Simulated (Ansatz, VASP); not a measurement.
# One calculation of Cu2Ni, two programs

The input INCAR:

```
PREC = Accurate ; ENCUT = 520
EDIFF = 1E-6 ; ISMEAR = 0
SIGMA = 0.1 ; LREAL = F
LASPH = T ; NELM = 150
ALGO = Normal ; ISIF = 2
LWAVE = F ; LCHARG = F
ISPIN = 2 ; MAGMOM = 0 0 2
LORBIT = 11 ; LMAXMIX = 4
GGA = PE ; NBANDS = 27
```

Contents of KPOINTS:

```
regular mesh
0
Gamma
  8 8 8
```

Contents of POSCAR:

```
Cu2Ni
1.0
    0.0000000000      1.9312305600      5.7936916800
    1.5908362700      0.0000000000      5.7936916800
    1.5908362700      1.9312305600      0.0000000000
Cu Ni
2 1
Direct
    0.1666666700      0.1666666700      0.8333333300
    0.8333333300      0.8333333300      0.1666666700
    0.5000000000      0.5000000000      0.5000000000
```

Input for Ansatz:

```yaml
crystal:
  lattice:
    - [0.0, 1.93123056, 5.79369168]
    - [1.59083627, 0.0, 5.79369168]
    - [1.59083627, 1.93123056, 0.0]
  atoms:
    - { symbol: Cu, position: [0.16666667, 0.16666667, 0.83333333] }
    - { symbol: Cu, position: [0.83333333, 0.83333333, 0.16666667] }
    - { symbol: Ni, position: [0.5, 0.5, 0.5], spin: 2.0 }
basis:
  ecutwfc: 420
kpoints:
  mp_grid: { grid: [8, 8, 8] }
hamiltonian:
  xc: pbe
scf:
  occupations: { method: gaussian, width: 0.1 }
  lower_state_search: "off"
output:
  forces: true
  stress: true
  eigenvalues: true
  populations: true
magnetization:
  spin_polarized: true
```

Alike in both runs: task single point; functional PBE; k mesh 8 × 8 × 8; occupations gaussian, width 0.1 eV; collinear spin.

|  | VASP | Ansatz |
| --- | --- | --- |
| version | VASP 6.6.1 | Ansatz 0.2.0 |
| potentials or method | VASP PAW PBE potentials, release 64 (Cu, Ni), cutoff 520 eV | scalar-relativistic, plane waves, PAW |
| valence electrons in the cell | 32 | 56 |

VASP gave:

```
gap on the k mesh at the Fermi level (eV)                     : none
pressure (GPa)                                                : -3.5
traceless stress, the component that is largest in VASP (GPa) : 2.01
rms of the force components (eV/Å)                            : 0.142
net moment per atom (μB)                                      : 0.04
size of the moment on the site where the two differ most (μB) : 0.11
```

Task: What did Ansatz give for the same quantities?

Result: gap on the k mesh at the Fermi level (eV): none; pressure (GPa): -3.9; traceless stress, the component that is largest in VASP (GPa): 2.12; rms of the force components (eV/Å): 0.139; net moment per atom (μB): 0.04; size of the moment on the site where the two differ most (μB): 0.13.

Site moments also hang on the region over which each program counts them. Atom by atom the forces differ by 0.003 eV/Å (rms over components). A gap of «none» marks a metal or a gap that the smearing closes. With one functional, cell and mesh, what is left measures potentials, basis and numerics. VASP's potentials hold 32 valence electrons a cell and Ansatz's 56, so a difference there can come from the potentials and not from the codes. Ansatz's warnings: seeded moment not kept.
